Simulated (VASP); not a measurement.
# NaF (Fm-3m) in VASP: notebook, part 2 of 3

VASP 6.6.1. Earlier steps stand in the parts before.

### Step 3. Electric field gradients, LDA (volume scaled by 0.98)

Contents of INCAR:

```
SYSTEM = NaF
ALGO = Normal
EDIFF = 1E-8
ENCUT = 520
GGA = CA
ISIF = 2
ISMEAR = -1
LASPH = .TRUE.
LCHARG = .FALSE.
LEFG = .TRUE.
LREAL = .FALSE.
LWAVE = .FALSE.
NBANDS = 14
NELM = 80
PREC = Accurate
SIGMA = 0.03
```

Contents of KPOINTS:

```
k-points
0
G
  10 10 10
  0 0 0
```

Contents of POSCAR:

```
NaF
1.0
    0.0000000000      2.2705522967      2.2705522967
    2.2705522967      0.0000000000      2.2705522967
    2.2705522967      2.2705522967      0.0000000000
Na F
1 1
Direct
    0.0000000000      0.0000000000      0.0000000000
    0.5000000000      0.5000000000      0.5000000000
```

Potentials or basis: VASP PAW LDA potentials, release 64 (Na_pv, F).

Command:

```
> cat potpaw_LDA.64/Na_pv/POTCAR potpaw_LDA.64/F/POTCAR > POTCAR
> mpirun -np 1 vasp_std > vasp.out
```

OUTCAR:

```text
SYSTEM = NaF
   EDIFF = 1E-8
   ENCUT = 520
   GGA = CA
   ISIF = 2
   ISMEAR = -1
   LASPH = .TRUE.
   LREAL = .FALSE.
   NELM = 80
   PREC = Accurate

 ion  position               nearest neighbor table
   1  0.000  0.000  0.000-   2 2.27   2 2.27   2 2.27   2 2.27   2 2.27   2 2.27
   2  0.500  0.500  0.500-   1 2.27   1 2.27   1 2.27   1 2.27   1 2.27   1 2.27

  LATTYP: Found a face centered cubic cell.
 ALAT       =     4.5411045934

  Lattice vectors:

 A1 = (   0.0000000000,   2.2705522967,   2.2705522967)
 A2 = (   2.2705522967,   0.0000000000,   2.2705522967)
 A3 = (   2.2705522967,   2.2705522967,   0.0000000000)

Analysis of symmetry for initial positions (statically):
=====================================================================
 Subroutine PRICEL returns:
 Original cell was already a primitive cell.

 Routine SETGRP: Setting up the symmetry group for a
 face centered cubic supercell.

[... 596 lines left out ...]
      direct lattice vectors                 reciprocal lattice vectors
     0.000000000  2.270552297  2.270552297    -0.220210739  0.220210739  0.220210739
     2.270552297  0.000000000  2.270552297     0.220210739 -0.220210739  0.220210739
     2.270552297  2.270552297  0.000000000     0.220210739  0.220210739 -0.220210739

 POSITION                                       TOTAL-FORCE (eV/Angst)
 -----------------------------------------------------------------------------------
      0.00000      0.00000      0.00000        -0.000000     -0.000000     -0.000000
      2.27055      2.27055      2.27055         0.000000      0.000000      0.000000
 -----------------------------------------------------------------------------------
    total drift:                                0.000000     -0.000000      0.000000

  FREE ENERGIE OF THE ION-ELECTRON SYSTEM (eV)
  ---------------------------------------------------
  free  energy   TOTEN  =        -9.3307306243 eV

  energy  without entropy=       -9.3307306243  energy(sigma->0) =       -9.33073062

 Electric field gradients (V/A^2)
---------------------------------------------------------------------
 ion       V_xx      V_yy      V_zz      V_xy      V_xz      V_yz
---------------------------------------------------------------------
   1      -0.000    -0.000     0.000     0.002     0.002     0.002
   2       0.000    -0.000    -0.000     0.006     0.006     0.006
---------------------------------------------------------------------

 Electric field gradients after diagonalization (V/A^2)
 (convention: |V_zz| > |V_xx| > |V_yy|)
----------------------------------------------------------------------
 ion       V_xx      V_yy      V_zz     asymmetry (V_yy - V_xx)/ V_zz
----------------------------------------------------------------------
   1      -0.002    -0.002     0.004       0.000
   2      -0.006    -0.006     0.012       0.000
----------------------------------------------------------------------

           NMR quadrupolar parameters

 Cq : quadrupolar parameter    Cq=e*Q*V_zz/h
 eta: asymmetry parameters     (V_yy - V_xx)/ V_zz
 Q  : nuclear electric quadrupole moment in mb (millibarn)
----------------------------------------------------------------------
 ion       Cq(MHz)       eta       Q (mb)
----------------------------------------------------------------------
   1       0.000       0.000       1.000
   2       0.000       0.000       1.000
----------------------------------------------------------------------
```

OSZICAR:

```text
N       E                     dE             d eps       ncg     rms          rms(c)
DAV:   1     0.105263233083E+03    0.10526E+03   -0.76381E+03  1316   0.121E+03
DAV:   2    -0.513057900776E+01   -0.11039E+03   -0.10302E+03  1466   0.338E+02
DAV:   3    -0.101362292905E+02   -0.50057E+01   -0.49981E+01  1628   0.655E+01
DAV:   4    -0.101726645479E+02   -0.36435E-01   -0.36434E-01  1478   0.604E+00
DAV:   5    -0.101729943904E+02   -0.32984E-03   -0.32984E-03  1670   0.574E-01    0.508E+00
DAV:   6    -0.937409097102E+01    0.79890E+00   -0.27362E+00  1544   0.153E+01    0.176E+00
DAV:   7    -0.934605325589E+01    0.28038E-01   -0.34277E-02  1364   0.197E+00    0.971E-01
DAV:   8    -0.933076425905E+01    0.15289E-01   -0.21351E-02  1498   0.303E+00    0.141E-01
DAV:   9    -0.933083040458E+01   -0.66146E-04   -0.22742E-03  1628   0.428E-01    0.994E-02
DAV:  10    -0.933073029042E+01    0.10011E-03   -0.44110E-04  1490   0.215E-01    0.750E-03
DAV:  11    -0.933073078678E+01   -0.49636E-06   -0.20727E-05  1508   0.756E-02    0.427E-03
DAV:  12    -0.933073063014E+01    0.15663E-06   -0.68128E-07  1546   0.104E-02    0.552E-04
DAV:  13    -0.933073062432E+01    0.58265E-08   -0.55199E-08  1952   0.234E-03
   1 F= -.93307306E+01 E0= -.93307306E+01  d E =-.116132E-10
```

Run time: 5.6 s. Hardware: 1 thread of Intel Xeon Platinum 8488C (Sapphire Rapids), shared host; peak memory 0.12 GiB.

Results:

```yaml
Free_energy: -9.3307 eV
Pressure: -1.5 GPa
Band_gap_on_the_k_mesh: 6.29 eV, direct
```

Levels at points of the mesh, in eV from the valence-band top:
```csv
k point,band 3,band 4,band 5,band 6,band 7,band 8,band 9,band 10,band 11,band 12
"(0.00, 0.00, 0.00)",-18.59,-18.59,0.00,0.00,0.00,6.29,18.95,18.95,18.95,21.89
"(0.50, 0.00, 0.00)",-18.60,-17.67,-1.80,-0.30,-0.30,10.75,12.61,20.32,20.32,23.18
"(0.50, 0.50, 0.00)",-18.66,-18.55,-1.43,-0.45,-0.45,13.03,13.25,13.84,20.11,20.11
```

Caveat: the cell differs from its parent crystal (volume scaled by 0.98); without QUAD_EFG the Cq values of the log hold for a quadrupole moment of 1 mb, not for the nuclei. A k mesh can miss the band edges.

### Step 4. Electric field gradients, LDA

This run uses another cell than the first one, of 11.94 Å³/atom, 1.042 times its volume.

Contents of INCAR:

```
SYSTEM = NaF
PREC = Accurate
ENCUT = 520
EDIFF = 1E-8
ISMEAR = -1
SIGMA = 0.03
LREAL = .False.
LASPH = .True.
NELM = 80
ALGO = Normal
ISIF = 2
LWAVE = .False.
LCHARG = .False.
GGA = CA
LEFG = .True.
NBANDS = 14
```

Contents of KPOINTS:

```
Automatic mesh
0
Gamma
  10 10 10
  0 0 0
```

Contents of POSCAR:

```
NaF
1.0
    0.0000000000      2.2858943317      2.2858943317
    2.2858943317      0.0000000000      2.2858943317
    2.2858943317      2.2858943317      0.0000000000
Na F
1 1
Direct
    0.0000000000      0.0000000000      0.0000000000
    0.5000000000      0.5000000000      0.5000000000
```

Potentials or basis: VASP PAW LDA potentials, release 64 (Na_pv, F).

Command:

```
> cat potpaw_LDA.64/Na_pv/POTCAR potpaw_LDA.64/F/POTCAR > POTCAR
> mpirun -np 1 vasp_std > vasp.out
```

OUTCAR:

```text
SYSTEM = NaF
   PREC = Accurate
   ENCUT = 520
   EDIFF = 1E-8
   ISMEAR = -1
   LREAL = .False.
   LASPH = .True.
   NELM = 80
   ISIF = 2
   GGA = CA

 ion  position               nearest neighbor table
   1  0.000  0.000  0.000-   2 2.29   2 2.29   2 2.29   2 2.29   2 2.29   2 2.29
   2  0.500  0.500  0.500-   1 2.29   1 2.29   1 2.29   1 2.29   1 2.29   1 2.29

  LATTYP: Found a face centered cubic cell.
 ALAT       =     4.5717886634

  Lattice vectors:

 A1 = (   0.0000000000,   2.2858943317,   2.2858943317)
 A2 = (   2.2858943317,   0.0000000000,   2.2858943317)
 A3 = (   2.2858943317,   2.2858943317,   0.0000000000)

Analysis of symmetry for initial positions (statically):
=====================================================================
 Subroutine PRICEL returns:
 Original cell was already a primitive cell.

 Routine SETGRP: Setting up the symmetry group for a
 face centered cubic supercell.

 Subroutine GETGRP returns: Found 48 space group operations
 (whereof 48 operations were pure point group operations)
 out of a pool of 48 trial point group operations.

The static configuration has the point symmetry O_h .

Analysis of symmetry for dynamics (positions and initial velocities):
=====================================================================
 Subroutine PRICEL returns:
 Original cell was already a primitive cell.

 Routine SETGRP: Setting up the symmetry group for a
 face centered cubic supercell.

 Subroutine GETGRP returns: Found 48 space group operations
 (whereof 48 operations were pure point group operations)
 out of a pool of 48 trial point group operations.

The dynamic configuration has the point symmetry O_h .

 Subroutine INISYM returns: Found 48 space group operations
 (whereof 48 operations are pure point group operations),
 and found     1 'primitive' translations

----------------------------------------------------------------------------------------

                                     Primitive cell

  volume of cell :      23.8890

  direct lattice vectors                    reciprocal lattice vectors
     0.000000000  2.285894332  2.285894332    -0.218732770  0.218732770  0.218732770
     2.285894332  0.000000000  2.285894332     0.218732770 -0.218732770  0.218732770
     2.285894332  2.285894332  0.000000000     0.218732770  0.218732770 -0.218732770

  length of vectors
     3.232742766  3.232742766  3.232742766     0.378856272  0.378856272  0.378856272

  position of ions in fractional coordinates (direct lattice)
     0.000000000  0.000000000  0.000000000
     0.500000000  0.500000000  0.500000000

  ion indices of the primitive-cell ions
   primitive index   ion index
                 1           1
                 2           2

----------------------------------------------------------------------------------------

 KPOINTS: Automatic mesh

Automatic generation of k-mesh.
 Grid dimensions read from file:
 generate k-points for:   10   10   10

 Generating k-lattice:

  Cartesian coordinates                     Fractional coordinates (reciprocal lattice)
[... 76 lines left out ...]
   EFERMI_NEDOS =   21; number of points for ismear=-14 and -15
   IALGO  =     38    algorithm
   IMIX   =      4    mixing-type and parameters
     AMIX     =   0.40;   BMIX     =  1.00
     AMIX_MAG =   1.60;   BMIX_MAG =  1.00
  volume/ion in A,a.u.               =      11.94        80.61
  Fermi-wavevector in a.u.,A,eV,Ry     =   1.369992  2.588909 25.536476  1.876878
  Thomas-Fermi vector in A             =   2.495818
   LORBIT       =      0    0 simple, 1 ext, 2 COOP (PROOUT), +10 PAW based schemes
   GGA     = CA    functional components
   LHFCALC =     F    Hartree Fock is set to
   AEXX    =    0.0000 exact exchange contribution
   IVDW    =     0    specifies the selected vdW correction
   LEPSILON=     F    determine dielectric tensor
   LRPA    =     F    only Hartree local field effects (RPA)
 non-spin polarized calculation
  energy-cutoff  :      520.00
  volume of cell :       23.89
 maximum number of plane-waves:       656
   NGX = 13   NGY = 13   NGZ = 13

 number of electron      14.0000001 magnetization

 Free energy of the ion-electron system (eV)
  ---------------------------------------------------
  ext. energy  EPLUGINS =         0.00000000
  ---------------------------------------------------
  free energy    TOTEN  =        -9.32537380 eV

  energy without entropy =       -9.32537380  energy(sigma->0) =       -9.32537380

 E-fermi :  -1.6104     XC(G=0): -10.1492

 val. band max:       -2.3306886502   @ k =   0.0000   0.0000   0.0000
 cond. band min:       3.8436120201   @ k =   0.0000   0.0000   0.0000
 fundamental gap:      6.1743006702
 Fermi energy:        -1.6104167235

 k-point     1 :       0.0000    0.0000    0.0000
  band No.  band energies     occupation
      1     -21.1646      2.00000
      2     -20.9759      2.00000
      3     -20.9759      2.00000
      4     -20.9759      2.00000
      5      -2.3307      2.00000
      6      -2.3307      2.00000
      7      -2.3307      2.00000
      8       3.8436      0.00000
      9      16.4834      0.00000
     10      16.4834      0.00000
     11      16.4834      0.00000
     12      19.3803      0.00000
     13      21.6551      0.00000
     14      21.6551      0.00000
[... 377 lines left out ...]
      1     -21.5045      2.00000
      2     -21.0344      2.00000
      3     -21.0247      2.00000
      4     -20.4878      2.00000
      5      -3.6243      2.00000
      6      -2.7498      2.00000
      7      -2.6875      2.00000
      8       8.2011      0.00000
      9      11.2248      0.00000
     10      14.4075      0.00000
     11      17.3137      0.00000
     12      17.3518      0.00000
     13      23.3887      0.00000
     14      24.3790      0.00000

 [... further k-points ...]
[... 5 lines left out ...]
  --------------------------------------------------------------------------------------
  -------------------------------------------------------------------------------------
  Total       -0.3826620     -0.3826620     -0.3826620      0.0000000      0.0000000      0.0000000
  in kB      -25.6641830    -25.6641830    -25.6641830      0.0000000      0.0000000      0.0000000
  external PRESSURE =     -25.6641830 kB  Pullay stress =       0.0000000 kB

 VOLUME and BASIS-vectors are now :
 -----------------------------------------------------------------------------
  energy-cutoff  :      520.00
  volume of cell :       23.89
      direct lattice vectors                 reciprocal lattice vectors
     0.000000000  2.285894332  2.285894332    -0.218732770  0.218732770  0.218732770
     2.285894332  0.000000000  2.285894332     0.218732770 -0.218732770  0.218732770
     2.285894332  2.285894332  0.000000000     0.218732770  0.218732770 -0.218732770

 POSITION                                       TOTAL-FORCE (eV/Angst)
 -----------------------------------------------------------------------------------
      0.00000      0.00000      0.00000         0.000000      0.000000      0.000000
      2.28589      2.28589      2.28589         0.000000      0.000000      0.000000
 -----------------------------------------------------------------------------------
    total drift:                                0.000000     -0.000000      0.000000

  FREE ENERGIE OF THE ION-ELECTRON SYSTEM (eV)
  ---------------------------------------------------
  free  energy   TOTEN  =        -9.3253737964 eV

  energy  without entropy=       -9.3253737964  energy(sigma->0) =       -9.32537380

 Electric field gradients (V/A^2)
---------------------------------------------------------------------
 ion       V_xx      V_yy      V_zz      V_xy      V_xz      V_yz
---------------------------------------------------------------------
   1       0.000     0.000     0.000     0.002     0.002     0.002
   2       0.000    -0.000    -0.000     0.007     0.007     0.007
---------------------------------------------------------------------

 Electric field gradients after diagonalization (V/A^2)
 (convention: |V_zz| > |V_xx| > |V_yy|)
----------------------------------------------------------------------
 ion       V_xx      V_yy      V_zz     asymmetry (V_yy - V_xx)/ V_zz
----------------------------------------------------------------------
   1      -0.002    -0.002     0.004       0.000
   2      -0.007    -0.007     0.014       0.000
----------------------------------------------------------------------

           NMR quadrupolar parameters

 Cq : quadrupolar parameter    Cq=e*Q*V_zz/h
 eta: asymmetry parameters     (V_yy - V_xx)/ V_zz
 Q  : nuclear electric quadrupole moment in mb (millibarn)
----------------------------------------------------------------------
 ion       Cq(MHz)       eta       Q (mb)
----------------------------------------------------------------------
   1       0.000       0.000       1.000
   2       0.000       0.000       1.000
----------------------------------------------------------------------
```

It took 5.5 s on 1 thread of Intel Xeon Platinum 8488C (Sapphire Rapids), shared host; peak memory 0.12 GiB.

Results:

```yaml
Free_energy: -9.3254 eV
Pressure: -2.6 GPa
Band_gap_on_the_k_mesh: 6.17 eV, direct
```

Levels at points of the mesh, in eV from the valence-band top:
```tsv
k point	band 5	band 6	band 7	band 8	band 9	band 10
(0.00, 0.00, 0.00)	0.00	0.00	0.00	6.17	18.81	18.81
(0.50, 0.00, 0.00)	-1.76	-0.29	-0.29	10.63	12.44	20.10
(0.50, 0.50, 0.00)	-1.39	-0.44	-0.44	12.97	13.08	13.64
```

Caveat: without QUAD_EFG the Cq values of the log hold for a quadrupole moment of 1 mb, not for the nuclei. A k mesh can miss the band edges.

(Part 2 of 3 ends here.)
